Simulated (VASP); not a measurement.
# LiAl12 in VASP: further runs

The runs below take LiAl12 through single point, with PBEsol.

All numbers are computed with VASP 6.6.1; they aren't measurements. Logs are shortened: lines on timing, memory, paths and dates and some standing lists are left out, and cuts for length are marked.

**1. The cell of the first run**

The cell holds a slab with vacuum, 13 atoms: a = 5.728 Å, b = 5.728 Å, c = 16.677 Å, α = 90.00°, β = 90.00°, γ = 60.00°.

**2. Single point, PBEsol**

INCAR reads:

```
PREC = Accurate
ENCUT = 520
EDIFF = 1E-7
ISMEAR = -1
SIGMA = 0.15
LREAL = F
LASPH = T
NELM = 60
ALGO = Normal
ISIF = 2
LWAVE = F
LCHARG = F
GGA = PS
NBANDS = 32
```

KPOINTS reads:

```
Automatic mesh
0
Gamma
  3 3 1
```

POSCAR reads:

```
LiAl12
1.0
    5.7275650000      0.0000000000      0.0000000000
    2.8637820000      4.9602170000      0.0000000000
    0.0000000000      0.0000000000     16.6765370000
Al Li
12 1
Direct
    0.1666666208      0.1666667003      0.0599644878
    0.6666667081      0.1666667003      0.0599644878
    0.1666666712      0.6666665995      0.0599644878
    0.6666667585      0.6666665995      0.0599644878
   -0.1662119492      0.3323405004      0.1975837669
    0.3346339878      0.3297597666      0.1967459431
   -0.1665376971      0.8334260376      0.1983682823
    0.3328616296      0.8334857124      0.1982264064
   -0.0004548260      0.0011834160      0.3399763992
    0.5024251431     -0.0049981684      0.3362381530
    0.0102946345      0.4942009594      0.3322791177
    0.4947330341      0.4934570403      0.3317579663
    0.6922282080      0.6077770388      0.4594394508
```

Potentials or basis: VASP PAW PBE potentials, release 64 (Al, Li_sv).

Run with:

```
> cat potpaw_PBE.64/Al/POTCAR potpaw_PBE.64/Li_sv/POTCAR > POTCAR
> mpirun -np 1 vasp_std > vasp.out
```

OUTCAR:

```text
PREC = Accurate
   ENCUT = 520
   EDIFF = 1E-7
   ISMEAR = -1
   LREAL = F
   LASPH = T
   NELM = 60
   ISIF = 2
   GGA = PS

 ion  position               nearest neighbor table
   1  0.167  0.167  0.060-   6 2.81   5 2.83   8 2.84   2 2.86   4 2.86   3 2.86   3 2.86   2 2.86
                             4 2.86
   2  0.667  0.167  0.060-   6 2.81   5 2.83   7 2.84   1 2.86   4 2.86   3 2.86   3 2.86   4 2.86
                             1 2.86
   3  0.167  0.667  0.060-   6 2.83   8 2.84   7 2.84   4 2.86   1 2.86   2 2.86   2 2.86   1 2.86
                             4 2.86
   4  0.667  0.667  0.060-   5 2.83   8 2.84   7 2.84   3 2.86   1 2.86   2 2.86   2 2.86   3 2.86
                             1 2.86
   5  0.834  0.332  0.198-  12 2.80  11 2.80   2 2.83   1 2.83   4 2.83   8 2.86   7 2.86   6 2.86
                             6 2.87   7 2.87   8 2.87   9 2.89
   6  0.335  0.330  0.197-  12 2.77  11 2.77   1 2.81   2 2.81   3 2.83   8 2.85   7 2.85  10 2.86
                             5 2.86   5 2.87   7 2.88   8 2.88
   7  0.833  0.833  0.198-  11 2.80  10 2.83   3 2.84   2 2.84   4 2.84   6 2.85   5 2.86   8 2.86
                             8 2.87   5 2.87   6 2.88   9 2.88
   8  0.333  0.833  0.198-  12 2.79  10 2.83   3 2.84   1 2.84   4 2.84   6 2.85   5 2.86   7 2.86
                             7 2.87   5 2.87   6 2.88   9 2.88
   9  1.000  0.001  0.340-  11 2.86  12 2.86  10 2.86  10 2.87  12 2.88  11 2.88   7 2.88   8 2.88
                             5 2.89
  10  0.502  0.995  0.336-  13 2.81   7 2.83   8 2.83  12 2.83  11 2.84   6 2.86   9 2.86   9 2.87
                            11 2.89  12 2.90
  11  0.010  0.494  0.332-  13 2.66  12 2.77   6 2.77   7 2.80   5 2.80  10 2.84   9 2.86   9 2.88
                            10 2.89  12 2.96
  12  0.495  0.493  0.332-  13 2.64   6 2.77  11 2.77   8 2.79   5 2.80  10 2.83   9 2.86   9 2.88
                            10 2.90  11 2.96
  13  0.692  0.608  0.459-  12 2.64  11 2.66  10 2.81

  LATTYP: Found a hexagonal cell.
 ALAT       =     5.7275649303
 C/A-ratio  =     2.9116277516

  Lattice vectors:

 A1 = (  -2.8637820000,  -4.9602170000,   0.0000000000)
 A2 = (   5.7275650000,   0.0000000000,   0.0000000000)
 A3 = (   0.0000000000,   0.0000000000,  16.6765370000)

Analysis of symmetry for initial positions (statically):
=====================================================================
 Subroutine PRICEL returns:
 Original cell was already a primitive cell.

 Routine SETGRP: Setting up the symmetry group for a
 hexagonal supercell.

[... 134 lines left out ...]
   EFERMI =   0.00;   METHOD = LEGACY
   ISMEAR =    -1;   SIGMA  =   0.15  broadening in eV -4-tet -1-fermi 0-gaus
   EFERMI_NEDOS =   21; number of points for ismear=-14 and -15
   IALGO  =     38    algorithm
   IMIX   =      4    mixing-type and parameters
     AMIX     =   0.40;   BMIX     =  1.00
     AMIX_MAG =   1.60;   BMIX_MAG =  1.00
  volume/ion in A,a.u.               =      36.44       245.94
  Fermi-wavevector in a.u.,A,eV,Ry     =   0.712149  1.345766  6.900278  0.507156
  Thomas-Fermi vector in A             =   1.799448
   LORBIT       =      0    0 simple, 1 ext, 2 COOP (PROOUT), +10 PAW based schemes
   GGA     = PS    functional components
   LHFCALC =     F    Hartree Fock is set to
   AEXX    =    0.0000 exact exchange contribution
   IVDW    =     0    specifies the selected vdW correction
   LEPSILON=     F    determine dielectric tensor
   LRPA    =     F    only Hartree local field effects (RPA)
 non-spin polarized calculation
  energy-cutoff  :      520.00
  volume of cell :      473.78
 maximum number of plane-waves:     12795
 NGX is ok and might be reduce to    42
   NGX = 21   NGY = 21   NGZ = 63

 number of electron      39.0000001 magnetization

 Free energy of the ion-electron system (eV)
  ---------------------------------------------------
  ext. energy  EPLUGINS =         0.00000000
  ---------------------------------------------------
  free energy    TOTEN  =       -48.39763371 eV

  energy without entropy =      -47.93298229  energy(sigma->0) =      -48.16530800

 E-fermi :   1.6255     XC(G=0):  -5.6117

 val. band max:        1.5980259574   @ k =   0.0000   0.3333   0.0000
 cond. band min:       1.6853462450   @ k =   0.0000   0.0000   0.0000
 fundamental gap:      0.0873202876
 Fermi energy:         1.6254899305

 k-point     1 :       0.0000    0.0000    0.0000
  band No.  band energies     occupation
      1     -45.6859      2.00000
      2      -8.7804      2.00000
      3      -7.0255      2.00000
      4      -4.4101      2.00000
      5      -2.9859      2.00000
      6      -2.9668      2.00000
[... 159 lines left out ...]
     30       4.7911      0.00000
     31       4.8387      0.00000
 [bands above 31 left out]

------------------------ aborting loop because EDIFF is reached ----------------------------------------

  FORCE on cell =-STRESS in cart. coord.  units (eV):
  Direction    XX          YY          ZZ          XY          YZ          ZX
  --------------------------------------------------------------------------------------
  -------------------------------------------------------------------------------------
  Total       -3.0940442     -3.8600592     -0.0559703      0.0215094      0.1845327      0.0299176
  in kB      -10.4631036    -13.0535302     -0.1892744      0.0727381      0.6240328      0.1011721
  external PRESSURE =      -7.9019694 kB  Pullay stress =       0.0000000 kB

 VOLUME and BASIS-vectors are now :
 -----------------------------------------------------------------------------
  energy-cutoff  :      520.00
  volume of cell :      473.78
      direct lattice vectors                 reciprocal lattice vectors
     5.727565000  0.000000000  0.000000000     0.174594265 -0.100802024  0.000000000
     2.863782000  4.960217000  0.000000000     0.000000000  0.201604083  0.000000000
     0.000000000  0.000000000 16.676537000     0.000000000  0.000000000  0.059964488

 POSITION                                       TOTAL-FORCE (eV/Angst)
 -----------------------------------------------------------------------------------
      1.43189      0.82670      1.00000        -0.048961     -0.025111     -0.018714
      4.29567      0.82670      1.00000         0.046841     -0.024592     -0.013897
      2.86378      3.30681      1.00000        -0.000742      0.037464      0.011169
      5.72757      3.30681      1.00000        -0.000725     -0.014014      0.007898
      5.72733      1.64848      3.29501        -0.002207      0.002119     -0.000984
      2.86100      1.63568      3.28104         0.002633     -0.000071     -0.001993
      7.16046      4.13397      3.30810         0.001789     -0.000076     -0.003391
      4.29341      4.13427      3.30573        -0.001429     -0.002924     -0.000474
      5.72835      0.00587      5.66963        -0.001421      0.001604      0.004299
      5.72714      4.93543      5.60729        -0.002061     -0.003623      0.001574
      1.47425      2.45134      5.54127         0.003100     -0.001890      0.002505
      4.24677      2.44765      5.53257        -0.004115      0.001394      0.004451
      5.70532      3.01471      7.66186         0.007297      0.029720      0.007558
 -----------------------------------------------------------------------------------
    total drift:                               -0.000063      0.000100     -0.000132

  FREE ENERGIE OF THE ION-ELECTRON SYSTEM (eV)
  ---------------------------------------------------
  free  energy   TOTEN  =       -48.3976337102 eV

  energy  without entropy=      -47.9329822855  energy(sigma->0) =      -48.16530800
```

OSZICAR:

```text
N       E                     dE             d eps       ncg     rms          rms(c)
DAV:   1     0.109057772991E+03    0.10906E+03   -0.12328E+04   320   0.894E+02
DAV:   2    -0.398395567111E+02   -0.14890E+03   -0.14285E+03   416   0.160E+02
DAV:   3    -0.499547433271E+02   -0.10115E+02   -0.98053E+01   496   0.359E+01
[... 14 lines left out ...]
DAV:  18    -0.483976283328E+02   -0.71007E-05   -0.53976E-06   368   0.664E-03    0.149E-03
DAV:  19    -0.483976319780E+02   -0.36451E-05   -0.19488E-06   360   0.377E-03    0.106E-03
DAV:  20    -0.483976329240E+02   -0.94608E-06   -0.20047E-07   312   0.120E-03    0.620E-04
DAV:  21    -0.483976336437E+02   -0.71970E-06   -0.23287E-07   328   0.118E-03    0.170E-04
DAV:  22    -0.483976337102E+02   -0.66446E-07   -0.43533E-08   312   0.695E-04
   1 F= -.48397634E+02 E0= -.48165308E+02  d E =-.464651E+00
```

It took 2 min on 1 thread of Intel Xeon 6975P-C (Granite Rapids), shared host; peak memory 0.6 GiB.

Results:

* Free energy: -48.3976 eV
* Largest force: 0.058 eV/Å
* Band gap on the k mesh: zero (an odd number of electrons rules out a gap without spin polarisation)

Forces on the atoms (eV/Å):
```
Al  -0.049 -0.025 -0.019
Al   0.047 -0.025 -0.014
Al  -0.001  0.037  0.011
Al  -0.001 -0.014  0.008
Al  -0.002  0.002 -0.001
Al   0.003  0.000 -0.002
Al   0.002  0.000 -0.003
Al  -0.001 -0.003  0.000
Al  -0.001  0.002  0.004
Al  -0.002 -0.004  0.002
Al   0.003 -0.002  0.003
Al  -0.004  0.001  0.004
Li   0.007  0.030  0.008
```

Caveat: the k points lie up to 0.42 Å⁻¹ apart, too coarse for converged energies and pressures of a metal; the cutoff is under 1.25 times the usual one of these potentials, so pressure, stress and relaxed cells hold a basis-set (Pulay) error; the PAW data sets were made with another functional, which shifts forces and pressure a little.

**3. Single point, PBEsol**

INCAR reads:

```
ALGO     = Normal         # electronic algorithm
EDIFF    = 1E-7           # SCF threshold, eV
ENCUT    = 520            # plane-wave cutoff, eV
GGA      = PS             # functional
ISIF     = 2              # what is computed and relaxed
ISMEAR   = -1             # smearing method
LASPH    = True           # aspherical terms in the spheres
LCHARG   = False          # write CHGCAR
LREAL    = False          # projectors in reciprocal space
LWAVE    = False          # write WAVECAR
NBANDS   = 32             # bands
NELM     = 60             # most SCF steps
PREC     = Accurate       # precision mode
SIGMA    = 0.15           # smearing width, eV
```

KPOINTS reads:

```
k-points
0
Gamma
  3 3 1
```

POSCAR reads:

```
LiAl12
1.0
    5.7275650000      0.0000000000      0.0000000000
    2.8637820000      4.9602170000      0.0000000000
    0.0000000000      0.0000000000     16.6765370000
Al Li
12 1
Direct
    0.1666666208      0.1666667003      0.0599644878
    0.6666667081      0.1666667003      0.0599644878
    0.1666666712      0.6666665995      0.0599644878
    0.6666667585      0.6666665995      0.0599644878
   -0.1675509580      0.3350049000      0.1974170657
    0.3343632242      0.3301085416      0.1965617922
   -0.1683171883      0.8366023099      0.1985766589
    0.3312670412      0.8367869793      0.1983624658
   -0.0039527344      0.0079365479      0.3398233698
    0.5048255359     -0.0097832413      0.3385770679
    0.0117660466      0.4981441336      0.3312973191
    0.4894806529      0.4978366874      0.3307011522
    0.7245392929      0.5440878897      0.4589091848
```

Potentials or basis: VASP PAW PBE potentials, release 64 (Al, Li_sv).

Run with:

```
> cat potpaw_PBE.64/Al/POTCAR potpaw_PBE.64/Li_sv/POTCAR > POTCAR
> mpirun -np 1 vasp_std > vasp.out
```

Wall time 1.9 min (1 thread of Intel Xeon 6975P-C (Granite Rapids), shared host); peak memory 0.6 GiB.

It converged, with:

```
Free energy            : -48.3910 eV
Largest force          : 0.064 eV/Å
Band gap on the k mesh : zero (an odd number of electrons rules out a gap without spin polarisation)
```

Forces in eV/Å, atoms in the order of the input:
```
Al  -0.057 -0.011 -0.026
Al   0.055 -0.011 -0.019
Al  -0.002  0.037  0.022
Al   0.000 -0.021  0.009
Al  -0.004  0.007  0.000
Al   0.005  0.005 -0.005
Al   0.004  0.000 -0.006
Al  -0.004 -0.005 -0.001
Al  -0.001  0.005  0.005
Al  -0.002 -0.005  0.008
Al   0.004 -0.005  0.000
Al  -0.008 -0.003  0.004
Li   0.009  0.006  0.010
```

Levels at points of the mesh, in eV from the Fermi level:
```
           k point  band 17  band 18  band 19  band 20  band 21  band 22  band 23  band 24
(0.00, 0.00, 0.00)    -2.56    -0.45    -0.36    -0.31    -0.11    -0.08    -0.05     0.06
```

Caveat: the k points lie up to 0.42 Å⁻¹ apart, too coarse for converged energies and pressures of a metal; the cutoff is under 1.25 times the usual one of these potentials, so pressure, stress and relaxed cells hold a basis-set (Pulay) error; the PAW data sets were made with another functional, which shifts forces and pressure a little.

[end of part 1 of 3]
